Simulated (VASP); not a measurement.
# HfN (NiAs type) (P6_3/mmc) in VASP: notebook

HfN (NiAs type) is run at these levels: PBE; tasks: single point.

Everything below comes from runs of VASP 6.6.1. Logs are shortened: lines on timing, memory, paths and dates and some standing lists are left out, and cuts for length are marked.

### 1 The cell of the first run

It takes space group P6_3/mmc (No. 194, hexagonal). Conventional cell: a = 2.969 Å, b = 2.969 Å, c = 5.445 Å, α = 90.00°, β = 90.00°, γ = 120.00°. Within 2.9 Å of Hf (site symmetry -3m) lie 6 N at 2.19 Å and 2 Hf at 2.72 Å. Within 2.9 Å of N (site symmetry -6m2) lie 6 Hf at 2.19 Å.

### 2 Single point, PBE

INCAR reads:

```
PREC = Accurate ; ENCUT = 520
EDIFF = 1E-6 ; ISMEAR = -1
SIGMA = 0.08 ; LREAL = F
LASPH = T ; NELM = 100
ALGO = Normal ; ISIF = 2
LWAVE = F ; LCHARG = F
GGA = PE ; NBANDS = 23
```

KPOINTS reads:

```
regular mesh
0
Gamma
  10 10 6
```

POSCAR reads:

```
HfN
1.0
    2.9689772086      0.0000000000      0.0000000000
   -1.4844886043      2.5712096859      0.0000000000
    0.0000000000      0.0000000000      5.4450149425
Hf N
2 2
Direct
    0.0000000000      0.0000000000      0.0000000000
    0.0000000000      0.0000000000      0.5000000000
    0.3333333333      0.6666666667      0.2500000000
    0.6666666667      0.3333333333      0.7500000000
```

Potentials or basis: VASP PAW PBE potentials, release 64 (Hf_pv, N).

Run with:

```console
cat potpaw_PBE.64/Hf_pv/POTCAR potpaw_PBE.64/N/POTCAR > POTCAR
mpirun -np 1 vasp_std > vasp.out
```

OUTCAR:

```text
PREC = Accurate
   ENCUT = 520
   EDIFF = 1E-6
   ISMEAR = -1
   LREAL = F
   LASPH = T
   NELM = 100
   ISIF = 2
   GGA = PE

 ion  position               nearest neighbor table
   1  0.000  0.000  0.000-   3 2.19   4 2.19   3 2.19   4 2.19   4 2.19   3 2.19   2 2.72   2 2.72

   2  0.000  0.000  0.500-   3 2.19   4 2.19   3 2.19   4 2.19   4 2.19   3 2.19   1 2.72   1 2.72

   3  0.333  0.667  0.250-   1 2.19   2 2.19   1 2.19   2 2.19   1 2.19   2 2.19
   4  0.667  0.333  0.750-   1 2.19   2 2.19   1 2.19   2 2.19   1 2.19   2 2.19

  LATTYP: Found a hexagonal cell.
 ALAT       =     2.9689772086
 C/A-ratio  =     1.8339699364

  Lattice vectors:

 A1 = (   2.9689772086,   0.0000000000,   0.0000000000)
 A2 = (  -1.4844886043,   2.5712096859,   0.0000000000)
 A3 = (   0.0000000000,   0.0000000000,   5.4450149425)

Analysis of symmetry for initial positions (statically):
=====================================================================
 Subroutine PRICEL returns:
 Original cell was already a primitive cell.

 Routine SETGRP: Setting up the symmetry group for a
 hexagonal supercell.

 Subroutine GETGRP returns: Found 24 space group operations
 (whereof 12 operations were pure point group operations)
 out of a pool of 24 trial point group operations.

The static configuration has the point symmetry D_3d.
 The point group associated with its full space group is D_6h.

Analysis of symmetry for dynamics (positions and initial velocities):
=====================================================================
 Subroutine PRICEL returns:
 Original cell was already a primitive cell.

 Routine SETGRP: Setting up the symmetry group for a
 hexagonal supercell.

 Subroutine GETGRP returns: Found 24 space group operations
 (whereof 12 operations were pure point group operations)
 out of a pool of 24 trial point group operations.

The dynamic configuration has the point symmetry D_3d.
 The point group associated with its full space group is D_6h.

 Subroutine INISYM returns: Found 24 space group operations
 (whereof 12 operations are pure point group operations),
 and found     1 'primitive' translations

----------------------------------------------------------------------------------------

                                     Primitive cell

  volume of cell :      41.5665

  direct lattice vectors                    reciprocal lattice vectors
     2.968977209  0.000000000  0.000000000     0.336816328  0.194460997  0.000000000
    -1.484488604  2.571209686  0.000000000     0.000000000  0.388921995  0.000000000
     0.000000000  0.000000000  5.445014943     0.000000000  0.000000000  0.183654225

  length of vectors
     2.968977209  2.968977209  5.445014943     0.388921995  0.388921995  0.183654225

  position of ions in fractional coordinates (direct lattice)
     0.000000000  0.000000000  0.000000000
     0.000000000  0.000000000  0.500000000
     0.333333333  0.666666667  0.250000000
     0.666666667  0.333333333  0.750000000

  ion indices of the primitive-cell ions
   primitive index   ion index
                 1           1
                 2           2
                 3           3
                 4           4

----------------------------------------------------------------------------------------

 KPOINTS: regular mesh

Automatic generation of k-mesh.
 Grid dimensions read from file:
 generate k-points for:   10   10    6

 Generating k-lattice:

  Cartesian coordinates                     Fractional coordinates (reciprocal lattice)
     0.033681633  0.019446100  0.000000000     0.100000000 -0.000000000  0.000000000
     0.000000000  0.038892199  0.000000000     0.000000000  0.100000000  0.000000000
     0.000000000  0.000000000  0.030609038     0.000000000  0.000000000  0.166666667

  Length of vectors
     0.038892199  0.038892199  0.030609038

  Shift w.r.t. Gamma in fractional coordinates (k-lattice)
     0.000000000  0.000000000  0.000000000

 Subroutine IBZKPT returns following result:
 ===========================================

 Found     56 irreducible k-points:

 Following reciprocal coordinates:
            Coordinates               Weight
  0.000000  0.000000  0.000000      1.000000
  0.100000  0.000000  0.000000      6.000000
  0.200000  0.000000  0.000000      6.000000
  0.300000  0.000000  0.000000      6.000000
  0.400000  0.000000  0.000000      6.000000
  0.500000  0.000000  0.000000      3.000000
[... 16 lines left out ...]
  0.300000  0.100000  0.166667     24.000000
  0.400000  0.100000  0.166667     24.000000
 [... further k-points ...]
   k-points           NKPTS =     56   k-points in BZ     NKDIM =     56   number of bands    NBANDS=     23
   number of dos      NEDOS =    301   number of ions     NIONS =      4
   total plane-waves  NPLWV =  23040
   dimension x,y,z NGX =    24 NGY =   24 NGZ =   40
   dimension x,y,z NGXF=    48 NGYF=   48 NGZF=   80
   ions per type =               2   2
   NGX,Y,Z   is equivalent  to a cutoff of  13.44, 13.44, 12.21 a.u.
   NGXF,Y,Z  is equivalent  to a cutoff of  26.88, 26.88, 24.43 a.u.
 SYSTEM =  unknown system
   PREC   = accura    normal or accurate (medium, high low for compatibility)
   ISTART =      0    job   : 0-new  1-cont  2-samecut
   ICHARG =      2    charge: 1-file 2-atom 10-const
   ISPIN  =      1    spin polarized calculation?
   LNONCOLLINEAR =      F non collinear calculations
   LSORBIT =      F    spin-orbit coupling
   LASPH  =      T    aspherical Exc in radial PAW
   ENCUT  =  520.0 eV  38.22 Ry    6.18 a.u.   5.52  5.52 10.12*2*pi/ulx,y,z
   NELM   =    100;   NELMIN=  2; NELMDL= -5     # of ELM steps
   EDIFF  = 0.1E-05   stopping-criterion for ELM
   LREAL  =      F    real-space projection
   EDIFFG = 0.1E-04   stopping-criterion for IOM
   NSW    =      0    number of steps for IOM
   IBRION =     -1    ionic relax: 0-MD 1-quasi-New 2-CG
   NFREE  =      0    steps in history (QN), initial steepest desc. (CG)
   ISIF   =      2    stress and relaxation
   ISYM   =      2    0-nonsym 1-usesym 2-fastsym
   POTIM  = 0.5000    time-step for ionic-motion
   TEBEG  =    0.0;   TEEND  =   0.0 temperature during run
   PSTRESS=    0.0 pullay stress
   NELECT =      30.0000    total number of electrons
   NUPDOWN=      -1.0000    fix difference up-down
   EMIN   =  10.00;   EMAX   =-10.00  energy-range for DOS
   EFERMI =   0.00;   METHOD = LEGACY
   ISMEAR =    -1;   SIGMA  =   0.08  broadening in eV -4-tet -1-fermi 0-gaus
   EFERMI_NEDOS =   21; number of points for ismear=-14 and -15
   IALGO  =     38    algorithm
   IMIX   =      4    mixing-type and parameters
     AMIX     =   0.40;   BMIX     =  1.00
     AMIX_MAG =   1.60;   BMIX_MAG =  1.00
  volume/ion in A,a.u.               =      10.39        70.13
  Fermi-wavevector in a.u.,A,eV,Ry     =   1.468478  2.775021 29.339978  2.156428
  Thomas-Fermi vector in A             =   2.583971
   LORBIT       =      0    0 simple, 1 ext, 2 COOP (PROOUT), +10 PAW based schemes
   GGA     = PE    functional components
   LHFCALC =     F    Hartree Fock is set to
   AEXX    =    0.0000 exact exchange contribution
   IVDW    =     0    specifies the selected vdW correction
   LEPSILON=     F    determine dielectric tensor
   LRPA    =     F    only Hartree local field effects (RPA)
 non-spin polarized calculation
  energy-cutoff  :      520.00
  volume of cell :       41.57
 maximum number of plane-waves:      1142
 NGX is ok and might be reduce to    24
   NGX = 11   NGY = 11   NGZ = 21

 number of electron      30.0000002 magnetization

 Free energy of the ion-electron system (eV)
  ---------------------------------------------------
  ext. energy  EPLUGINS =         0.00000000
  ---------------------------------------------------
  free energy    TOTEN  =       -41.10613925 eV

  energy without entropy =      -41.07281858  energy(sigma->0) =      -41.08947892

 E-fermi :   8.8698     XC(G=0): -13.2352

 val. band max:        8.8336801998   @ k =   0.4000   0.2000   0.3333
 cond. band min:       8.8761553022   @ k =   0.5000   0.0000   0.1667
 fundamental gap:      0.0424751024
 Fermi energy:         8.8697958786

 k-point     1 :       0.0000    0.0000    0.0000
  band No.  band energies     occupation
      1     -23.1112      2.00000
      2     -21.4966      2.00000
      3     -21.4966      2.00000
      4     -21.2953      2.00000
      5     -21.2953      2.00000
      6     -21.1134      2.00000
[... 15 lines left out ...]
     22      14.7457      0.00000
     23      15.4112      0.00000

 k-point     2 :       0.1000    0.0000    0.0000
  band No.  band energies     occupation
      1     -23.0708      2.00000
      2     -21.6555      2.00000
      3     -21.5277      2.00000
      4     -21.4248      2.00000
      5     -21.3222      2.00000
      6     -21.0953      2.00000
[... 15 lines left out ...]
     22      15.2943      0.00000
     23      15.4335      0.00000

 k-point     3 :       0.2000    0.0000    0.0000
  band No.  band energies     occupation
      1     -22.9634      2.00000
      2     -22.0489      2.00000
      3     -21.7515      2.00000
      4     -21.6084      2.00000
      5     -21.3918      2.00000
      6     -21.0475      2.00000
[... 15 lines left out ...]
     22      15.0072      0.00000
     23      16.1706      0.00000
[... 495 lines left out ...]
 k-point    23 :       0.3000    0.1000    0.1667
  band No.  band energies     occupation
      1     -22.6811      2.00000
      2     -22.6131      2.00000
      3     -22.3111      2.00000
      4     -21.8140      2.00000
      5     -21.5987      2.00000
      6     -21.0890      2.00000
[... 15 lines left out ...]
     22      16.2330      0.00000
     23      16.9958      0.00000

 k-point    24 :       0.4000    0.1000    0.1667
  band No.  band energies     occupation
      1     -22.8686      2.00000
      2     -22.5577      2.00000
      3     -22.5006      2.00000
      4     -21.8850      2.00000
      5     -21.6603      2.00000
      6     -21.0515      2.00000
[... 15 lines left out ...]
     22      16.8535      0.00000
     23      16.9342      0.00000

 [... further k-points ...]

------------------------ aborting loop because EDIFF is reached ----------------------------------------

  FORCE on cell =-STRESS in cart. coord.  units (eV):
  Direction    XX          YY          ZZ          XY          YZ          ZX
  --------------------------------------------------------------------------------------
  -------------------------------------------------------------------------------------
  Total       13.7731812     13.7731812     13.3160768      0.0000000     -0.0000000     -0.0000000
  in kB      530.8861665    530.8861665    513.2671128      0.0000000     -0.0000000     -0.0000000
  external PRESSURE =     525.0131486 kB  Pullay stress =       0.0000000 kB

 VOLUME and BASIS-vectors are now :
 -----------------------------------------------------------------------------
  energy-cutoff  :      520.00
  volume of cell :       41.57
      direct lattice vectors                 reciprocal lattice vectors
     2.968977209  0.000000000  0.000000000     0.336816328  0.194460997  0.000000000
    -1.484488604  2.571209686  0.000000000     0.000000000  0.388921995  0.000000000
     0.000000000  0.000000000  5.445014943     0.000000000  0.000000000  0.183654225

 POSITION                                       TOTAL-FORCE (eV/Angst)
 -----------------------------------------------------------------------------------
      0.00000      0.00000      0.00000        -0.000000      0.000000     -0.000000
      0.00000      0.00000      2.72251        -0.000000      0.000000     -0.000000
     -0.00000      1.71414      1.36125         0.000000     -0.000000     -0.000000
      1.48449      0.85707      4.08376        -0.000000      0.000000      0.000000
 -----------------------------------------------------------------------------------
    total drift:                               -0.000000      0.000000      0.000000

  FREE ENERGIE OF THE ION-ELECTRON SYSTEM (eV)
  ---------------------------------------------------
  free  energy   TOTEN  =       -41.1061392540 eV

  energy  without entropy=      -41.0728185770  energy(sigma->0) =      -41.08947892
```

Run time: 17 s. Hardware: 1 thread of Intel Xeon 6975P-C (Granite Rapids), shared host; peak memory 0.19 GiB.

What came out:

```yaml
Free_energy: -41.1061 eV
Pressure: 52.5 GPa
Band_gap_on_the_k_mesh: zero (band 15 reaches 9.93 eV, above the bottom of band 16 at 8.12 eV)
```

Stress tensor (GPa, compression positive):
```
53.09  0.00  0.00
 0.00 53.09  0.00
 0.00  0.00 51.33
```

Levels at points of the mesh, in eV from the Fermi level:
```
           k point  band 11  band 12  band 13  band 14  band 15  band 16  band 17  band 18  band 19  band 20
(0.00, 0.00, 0.00)    -5.44    -3.30    -2.98    -2.28    -2.28     1.03     1.03     1.19     1.19     3.81
(0.50, 0.00, 0.00)    -5.83    -4.71    -3.69    -3.04    -2.85    -0.07     4.98     5.35     5.94     7.00
(0.00, 0.00, 0.50)    -4.29    -4.29    -4.29    -4.29     0.92     0.92     2.21     2.21     2.21     2.21
(0.50, 0.00, 0.50)    -5.24    -5.24    -4.54    -4.54    -0.71    -0.71     5.37     5.37     6.37     6.37
```

Caveat: spin-orbit coupling is left out, which moves the levels of the heavy elements.

### 3 Single point, PBE

INCAR reads:

```
SYSTEM = HfN
PREC = Accurate
ENCUT = 520
EDIFF = 1E-6
ISMEAR = -1
SIGMA = 0.08
LREAL = .FALSE.
LASPH = .TRUE.
NELM = 80
ALGO = Normal
ISIF = 2
LWAVE = .FALSE.
LCHARG = .FALSE.
GGA = PE
NBANDS = 23
```

KPOINTS reads:

```
regular mesh
0
G
  10 10 6
  0 0 0
```

Edit POSCAR of step 2 so:

```diff
@@ -4,3 +4,3 @@
    -1.4844886043      2.5712096859      0.0000000000
-    0.0000000000      0.0000000000      5.4450149425
+    0.0000000000      0.0000000000      5.4450149424
 Hf N
```

Potentials or basis: VASP PAW PBE potentials, release 64 (Hf_pv, N).

Run with:

```console
cat potpaw_PBE.64/Hf_pv/POTCAR potpaw_PBE.64/N/POTCAR > POTCAR
mpirun -np 1 vasp_std > vasp.out
```

It took 18 s on 1 thread of Intel Xeon 6975P-C (Granite Rapids), shared host; peak memory 0.19 GiB.

Results (log left out):

- Free energy: -41.1061 eV
- Pressure: 52.5 GPa
- Band gap on the k mesh: zero (band 15 reaches 9.93 eV, above the bottom of band 16 at 8.12 eV)

Stress tensor (GPa, compression positive):
```
53.09  0.00  0.00
 0.00 53.09  0.00
 0.00  0.00 51.33
```

Levels at points of the mesh, in eV from the Fermi level:
| k point | band 12 | band 13 | band 14 | band 15 | band 16 | band 17 | band 18 | band 19 |
| --- | --- | --- | --- | --- | --- | --- | --- | --- |
| (0.00, 0.00, 0.00) | -3.30 | -2.98 | -2.28 | -2.28 | 1.03 | 1.03 | 1.19 | 1.19 |
| (0.50, 0.00, 0.00) | -4.71 | -3.69 | -3.04 | -2.85 | -0.07 | 4.98 | 5.35 | 5.94 |
| (0.00, 0.00, 0.50) | -4.29 | -4.29 | -4.29 | 0.92 | 0.92 | 2.21 | 2.21 | 2.21 |
| (0.50, 0.00, 0.50) | -5.24 | -4.54 | -4.54 | -0.71 | -0.71 | 5.37 | 5.37 | 6.37 |

Caveat: spin-orbit coupling is left out, which moves the levels of the heavy elements.
